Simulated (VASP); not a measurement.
# CdS (P6_3mc) in VASP: elastic constants with PBEsol

Aim: the elastic constants of CdS with PBEsol.

All numbers are computed with VASP 6.6.1; they aren't measurements. Logs are shortened: lines on timing, memory, paths and dates and some standing lists are left out, and cuts for length are marked.

## (1) The cell of the first run

It takes space group P6_3mc (No. 186, hexagonal). The conventional cell has a = 3.953 Å, b = 3.953 Å, c = 6.458 Å, α = 90.00°, β = 90.00°, γ = 120.00°. Within 3.2 Å of Cd (site symmetry 3m) lie 4 S at 2.42 Å. Within 3.2 Å of S (site symmetry 3m) lie 4 Cd at 2.42 Å.

## (2) Elastic constants, PBEsol

INCAR

```
  ALGO = Normal
  EDIFF = 1E-8
  ENCUT = 600
  GGA = PS
  IBRION = 6
  ISIF = 3
  ISMEAR = 0
  LASPH = T
  LCHARG = F
  LREAL = F
  LWAVE = F
  NBANDS = 26
  NELM = 80
  NFREE = 2
  NSW = 1
  POTIM = 0.015
  PREC = Accurate
  SIGMA = 0.01
```

KPOINTS

```
k-points
0
Gamma
  6 6 4
```

POSCAR

```
CdS
1.0
    3.9526652498      0.0000000000      0.0000000000
   -1.9763326249      3.4231085190      0.0000000000
    0.0000000000      0.0000000000      6.4575217646
Cd S
2 2
Direct
    0.3333333333      0.6666666667     -0.0000380613
    0.6666666667      0.3333333333      0.4999619387
    0.3333333333      0.6666666667      0.3750380613
    0.6666666667      0.3333333333      0.8750380613
```

Potentials or basis: VASP PAW PBE potentials, release 64 (Cd, S).

Command:

```sh
$ cat potpaw_PBE.64/Cd/POTCAR potpaw_PBE.64/S/POTCAR > POTCAR
$ mpirun -np 1 vasp_std > vasp.out
```

OUTCAR:

```text
EDIFF = 1E-8
   ENCUT = 600
   GGA = PS
   IBRION = 6
   ISIF = 3
   ISMEAR = 0
   LASPH = T
   LREAL = F
   NELM = 80
   NFREE = 2
   NSW = 1
   POTIM = 0.015
   PREC = Accurate

 ion  position               nearest neighbor table
   1  0.333  0.667  1.000-   4 2.42   4 2.42   4 2.42   3 2.42
   2  0.667  0.333  0.500-   3 2.42   3 2.42   3 2.42   4 2.42
   3  0.333  0.667  0.375-   2 2.42   2 2.42   2 2.42   1 2.42
   4  0.667  0.333  0.875-   1 2.42   1 2.42   1 2.42   2 2.42

  LATTYP: Found a hexagonal cell.
 ALAT       =     3.9526652498
 C/A-ratio  =     1.6337132938

  Lattice vectors:

 A1 = (   3.9526652498,   0.0000000000,   0.0000000000)
 A2 = (  -1.9763326249,   3.4231085190,   0.0000000000)
 A3 = (   0.0000000000,   0.0000000000,   6.4575217646)

Analysis of symmetry for initial positions (statically):
=====================================================================
 Subroutine PRICEL returns:
 Original cell was already a primitive cell.

 Routine SETGRP: Setting up the symmetry group for a
 hexagonal supercell.

 Subroutine GETGRP returns: Found 12 space group operations
 (whereof  6 operations were pure point group operations)
 out of a pool of 24 trial point group operations.

The static configuration has the point symmetry C_3v.
 The point group associated with its full space group is C_6v.

Analysis of symmetry for dynamics (positions and initial velocities):
=====================================================================
 Subroutine PRICEL returns:
 Original cell was already a primitive cell.

 Routine SETGRP: Setting up the symmetry group for a
 hexagonal supercell.

 Subroutine GETGRP returns: Found 12 space group operations
 (whereof  6 operations were pure point group operations)
 out of a pool of 24 trial point group operations.

The dynamic configuration has the point symmetry C_3v.
 The point group associated with its full space group is C_6v.

 Subroutine INISYM returns: Found 12 space group operations
 (whereof  6 operations are pure point group operations),
 and found     1 'primitive' translations

----------------------------------------------------------------------------------------

                                     Primitive cell

  volume of cell :      87.3729

  direct lattice vectors                    reciprocal lattice vectors
     3.952665250  0.000000000  0.000000000     0.252993850  0.146066068  0.000000000
    -1.976332625  3.423108519  0.000000000     0.000000000  0.292132135  0.000000000
     0.000000000  0.000000000  6.457521765     0.000000000  0.000000000  0.154858170

  length of vectors
     3.952665250  3.952665250  6.457521765     0.292132135  0.292132135  0.154858170

  position of ions in fractional coordinates (direct lattice)
     0.333333333  0.666666667  0.999961939
     0.666666667  0.333333333  0.499961939
     0.333333333  0.666666667  0.375038061
     0.666666667  0.333333333  0.875038061

  ion indices of the primitive-cell ions
   primitive index   ion index
                 1           1
                 2           2
                 3           3
                 4           4

----------------------------------------------------------------------------------------

 KPOINTS: k-points

Automatic generation of k-mesh.
 Grid dimensions read from file:
 generate k-points for:    6    6    4

 Generating k-lattice:

  Cartesian coordinates                     Fractional coordinates (reciprocal lattice)
     0.042165642  0.024344345  0.000000000     0.166666667 -0.000000000  0.000000000
     0.000000000  0.048688689  0.000000000     0.000000000  0.166666667  0.000000000
     0.000000000  0.000000000  0.038714542     0.000000000  0.000000000  0.250000000

  Length of vectors
     0.048688689  0.048688689  0.038714542

  Shift w.r.t. Gamma in fractional coordinates (k-lattice)
     0.000000000  0.000000000  0.000000000

 Subroutine IBZKPT returns following result:
 ===========================================

 Found     21 irreducible k-points:

[... 48 lines left out ...]
   ISYM   =      2    0-nonsym 1-usesym 2-fastsym
   POTIM  = 0.0150    time-step for ionic-motion
   TEBEG  =    0.0;   TEEND  =   0.0 temperature during run
   PSTRESS=    0.0 pullay stress
   NELECT =      36.0000    total number of electrons
   NUPDOWN=      -1.0000    fix difference up-down
   EMIN   =  10.00;   EMAX   =-10.00  energy-range for DOS
   EFERMI =   0.00;   METHOD = LEGACY
   ISMEAR =     0;   SIGMA  =   0.01  broadening in eV -4-tet -1-fermi 0-gaus
   EFERMI_NEDOS =   21; number of points for ismear=-14 and -15
   IALGO  =     38    algorithm
   IMIX   =      4    mixing-type and parameters
     AMIX     =   0.40;   BMIX     =  1.00
     AMIX_MAG =   1.60;   BMIX_MAG =  1.00
  volume/ion in A,a.u.               =      21.84       147.41
  Fermi-wavevector in a.u.,A,eV,Ry     =   1.218195  2.302055 20.191032  1.483999
  Thomas-Fermi vector in A             =   2.353490
   LORBIT       =      0    0 simple, 1 ext, 2 COOP (PROOUT), +10 PAW based schemes
   GGA     = PS    functional components
   LHFCALC =     F    Hartree Fock is set to
   AEXX    =    0.0000 exact exchange contribution
   IVDW    =     0    specifies the selected vdW correction
   LEPSILON=     F    determine dielectric tensor
   LRPA    =     F    only Hartree local field effects (RPA)
 finite differences with symmetry
 non-spin polarized calculation
 Gauss-broadening in eV      SIGMA  =   0.01
  energy-cutoff  :      600.00
  volume of cell :       87.37
 maximum number of plane-waves:      2952
 NGX is ok and might be reduce to    32
   NGX = 15   NGY = 15   NGZ = 25

--------------------------------------- Ionic step        1  -------------------------------------------

 number of electron      36.0000000 magnetization

 Free energy of the ion-electron system (eV)
  ---------------------------------------------------
  ext. energy  EPLUGINS =         0.00000000
  ---------------------------------------------------
  free energy    TOTEN  =       -13.27197778 eV

  energy without entropy =      -13.27197778  energy(sigma->0) =      -13.27197778

------------------------ aborting loop because EDIFF is reached ----------------------------------------

  FORCE on cell =-STRESS in cart. coord.  units (eV):
  Direction    XX          YY          ZZ          XY          YZ          ZX
  --------------------------------------------------------------------------------------
  -------------------------------------------------------------------------------------
  Total        5.7983179      5.7983179      5.8079057      0.0000000     -0.0000000      0.0000000
  in kB      106.3251547    106.3251547    106.5009687      0.0000000     -0.0000000      0.0000000
  external PRESSURE =     106.3837594 kB  Pullay stress =       0.0000000 kB
[... 95 lines left out ...]
  FREE ENERGIE OF THE ION-ELECTRON SYSTEM (eV)
  ---------------------------------------------------
  free  energy   TOTEN  =       -13.1726787669 eV

  energy  without entropy=      -13.1726787669  energy(sigma->0) =      -13.17267877

 E-fermi :   2.6614     XC(G=0): -10.0556

 val. band max:        2.5503126188   @ k =   0.0000   0.0000   0.0000
 cond. band min:       3.9619700689   @ k =   0.0000   0.0000   0.0000
 fundamental gap:      1.4116574500
 Fermi energy:         2.6614016492

 k-point     1 :       0.0000    0.0000    0.0000
  band No.  band energies     occupation
      1     -10.8312      2.00000
      2     -10.2178      2.00000
      3      -5.8346      2.00000
      4      -5.7891      2.00000
      5      -5.7891      2.00000
      6      -5.6591      2.00000
[... 598 lines left out ...]
     25      11.7971      0.00000
     26      11.7971      0.00000

[... ionic steps 4 to 18 ...]

--------------------------------------- Ionic step       19  -------------------------------------------

 number of electron      36.0000000 magnetization

------------------------ aborting loop because EDIFF is reached ----------------------------------------
[... 71 lines left out ...]
--------------------------------------- Ionic step       21  -------------------------------------------

 number of electron      35.9999999 magnetization

 Free energy of the ion-electron system (eV)
  ---------------------------------------------------
  ext. energy  EPLUGINS =         0.00000000
  ---------------------------------------------------
  free energy    TOTEN  =       -13.27072612 eV

  energy without entropy =      -13.27072612  energy(sigma->0) =      -13.27072612

 E-fermi :   2.4655     XC(G=0):  -9.9826

 val. band max:        2.4135510033   @ k =   0.0000   0.0000   0.0000
 cond. band min:       3.7638270584   @ k =   0.0000   0.0000   0.0000
 fundamental gap:      1.3502760551
 Fermi energy:         2.4655045275

 k-point     1 :       0.0000    0.0000    0.0000
  band No.  band energies     occupation
      1     -10.8677      2.00000
      2     -10.2867      2.00000
      3      -5.9020      2.00000
      4      -5.8682      2.00000
      5      -5.8682      2.00000
      6      -5.7460      2.00000
[... 716 lines left out ...]
  FREE ENERGIE OF THE ION-ELECTRON SYSTEM (eV)
  ---------------------------------------------------
  free  energy   TOTEN  =       -13.2707261232 eV

  energy  without entropy=      -13.2707261232  energy(sigma->0) =      -13.27072612

 INTERNAL STRAIN TENSORS FROM STRAINED CELLS
 ============================================

 INTERNAL STRAIN TENSOR FOR ION    1 for displacements in x,y,z  (eV/Angst):
          X           Y           Z          XY          YZ          ZX
  --------------------------------------------------------------------------------
  x     0.00000     0.00000     0.00000   -10.26628    -0.00000    -7.31936
  y   -10.29586    10.31103    -0.00000     0.00008    -7.31741    -0.00004
  z    -7.35861    -7.36262    14.21583     0.00015     0.00570    -0.00000

 INTERNAL STRAIN TENSORS FROM DISPLACED ATOMS
 ============================================

 INTERNAL STRAIN TENSOR FOR ION    1 for displacements in x,y,z  (eV/Angst):
          X           Y           Z          XY          YZ          ZX
  --------------------------------------------------------------------------------
  x     0.00000     0.00000     0.00000   -10.26893     0.00000    -7.32670
  y   -10.26893    10.26893     0.00000    -0.00000    -7.32670     0.00000
  z    -7.33443    -7.33443    14.16252     0.00000     0.00000     0.00000

 INTERNAL STRAIN TENSOR FOR ION    4 for displacements in x,y,z  (eV/Angst):
          X           Y           Z          XY          YZ          ZX
  --------------------------------------------------------------------------------
  x     0.00000     0.00000     0.00000    11.59445    -0.00000     7.31675
  y    11.59445   -11.59445     0.00000     0.00000     7.31675    -0.00000
  z     7.33843     7.33843   -14.15755     0.00000     0.00000     0.00000

 Eigenvectors and eigenvalues of the dynamical matrix
 ----------------------------------------------------

   1 f  =   10.714055 THz    67.318392 2PiTHz  357.382401 cm-1    44.309750 meV
             X         Y         Z           dx          dy          dz
     -0.000000  2.282072  6.457276     0.000000    0.000000    0.168711
      1.976333  1.141036  3.228515    -0.000000   -0.000000   -0.168711
     -0.000000  2.282072  2.421816     0.000000    0.000000   -0.686685
      1.976333  1.141036  5.650577    -0.000000   -0.000000    0.686685
[... 71 lines left out ...]
  12 f/i=    0.263233 THz     1.653940 2PiTHz    8.780499 cm-1     1.088643 meV
             X         Y         Z           dx          dy          dz
     -0.000000  2.282072  6.457276    -0.007217   -0.633508   -0.000000
      1.976333  1.141036  3.228515     0.007217    0.633508   -0.000000
     -0.000000  2.282072  2.421816     0.003577    0.314010   -0.000000
      1.976333  1.141036  5.650577    -0.003577   -0.314010   -0.000000

--------------------------------------------------------------------------------------------------------

 ELASTIC MODULI CONTR FROM IONIC RELAXATION (kBar)
 Direction    XX          YY          ZZ          XY          YZ          ZX
 --------------------------------------------------------------------------------
 XX        -764.3077    258.1348    488.4820      0.0000      0.0000      0.0000
 YY         258.1348   -764.3077    488.4820     -0.0000     -0.0000     -0.0000
 ZZ         488.4820    488.4820   -942.8186     -0.0000      0.0000     -0.0000
 XY           0.0000     -0.0000     -0.0000   -511.2212      0.0000     -0.0000
 YZ           0.0000     -0.0000      0.0000      0.0000   -245.6428      0.0000
 ZX           0.0000     -0.0000     -0.0000     -0.0000      0.0000   -245.6428
 --------------------------------------------------------------------------------

 TOTAL ELASTIC MODULI (kBar)
 Direction    XX          YY          ZZ          XY          YZ          ZX
 --------------------------------------------------------------------------------
 XX        1078.3140    908.9245    874.1017      0.0000      0.0000      0.0000
 YY         908.9245   1078.3140    874.1017     -0.0000     -0.0000     -0.0000
 ZZ         874.1017    874.1017   1202.4415     -0.0000      0.0000     -0.0000
 XY           0.0000     -0.0000     -0.0000     84.6948      0.0000     -0.0000
 YZ           0.0000     -0.0000      0.0000      0.0000     66.7308      0.0000
 ZX           0.0000     -0.0000     -0.0000     -0.0000      0.0000     66.7308
 --------------------------------------------------------------------------------
```

Run time: 12 min. Hardware: 1 thread of Intel Xeon 6975P-C (Granite Rapids), shared host; peak memory 0.44 GiB.

What came out:

- Voigt bulk modulus: 96 GPa
- Highest phonon frequency at Γ, LO-TO splitting left out: 357 cm⁻¹

Phonon frequencies in cm⁻¹ (negative: imaginary):
| q point | frequencies |
| --- | --- |
| (0.000, 0.000, 0.000) | -9 -9 0 0 0 149 292 295 295 312 312 357 |

Elastic tensor in Voigt notation (GPa, in the Cartesian axes of the cell as first typed):
```
108  91  87   0   0   0
 91 108  87   0   0   0
 87  87 120   0   0   0
  0   0   0   7   0   0
  0   0   0   0   7   0
  0   0   0   0   0   8
```

Clamped-ion elastic tensor (GPa):
```
184  65  39   0   0   0
 65 184  39   0   0   0
 39  39 215   0   0   0
  0   0   0  31   0   0
  0   0   0   0  31   0
  0   0   0   0   0  60
```

Caveat: the cell is under stress, which shifts elastic constants; the PAW data sets were made with another functional, which shifts forces and pressure a little.
